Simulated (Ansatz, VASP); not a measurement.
**One calculation of CdO, two programs**

File INCAR:

```
SYSTEM = CdO
  PREC = Accurate
  ENCUT = 520
  EDIFF = 1E-8
  ISMEAR = -1
  SIGMA = 0.02
  LREAL = .False.
  LASPH = .True.
  NELM = 120
  ALGO = Normal
  ISIF = 2
  LWAVE = .False.
  LCHARG = .False.
  GGA = PE
  LEFG = .True.
  NBANDS = 16
  GGA_COMPAT = .False.
```

The input KPOINTS:

```
Automatic mesh
0
Gamma
  11 11 11
  0 0 0
```

POSCAR

```
CdO
1.0
    0.0000000000      2.3083431574      2.3083431574
    2.3083431574      0.0000000000      2.3083431574
    2.3083431574      2.3083431574      0.0000000000
Cd O
1 1
Direct
    0.0000000000      0.0000000000      0.0000000000
    0.5000000000      0.5000000000      0.5000000000
```

Input for Ansatz:

```yaml
crystal:
  lattice:
    - [0.0, 2.3083431574, 2.3083431574]
    - [2.3083431574, 0.0, 2.3083431574]
    - [2.3083431574, 2.3083431574, 0.0]
  atoms:
    - { symbol: Cd, position: [0.0, 0.0, 0.0] }
    - { symbol: O, position: [0.5, 0.5, 0.5] }
kpoints:
  mp_grid: { grid: [11, 11, 11] }
scf:
  occupations: { method: fermi_dirac, width: 0.02 }
hamiltonian:
  xc: pbe
  pseudopotentials: { kind: paw }
output:
  forces: true
  stress: true
  eigenvalues: true
  efg: { contact_densities: true }
```

Change from the starting cell: volume scaled by 0.95, PAW files.

Alike in both runs: task electric field gradients; functional PBE; k mesh 11 × 11 × 11; occupations fermi-dirac, width 0.02 eV; no spin polarisation.

|  | VASP | Ansatz |
| --- | --- | --- |
| version | VASP 6.6.1 | Ansatz 0.2.0 |
| potentials or method | VASP PAW PBE potentials, release 64 (Cd, O) | PAW with Ansatz's default frozen-core files, scalar-relativistic |
| plane-wave cutoff (eV) | 520 | 420 |
| valence electrons in the cell | 18 | 26 |

|  | VASP | Ansatz | Ansatz less VASP |
| --- | --- | --- | --- |
| pressure (GPa) | 17.3 | 15.3 | -1.96 |

VASP's potentials hold 18 valence electrons a cell and Ansatz's 26, so a difference there can come from the potentials and not from the codes.
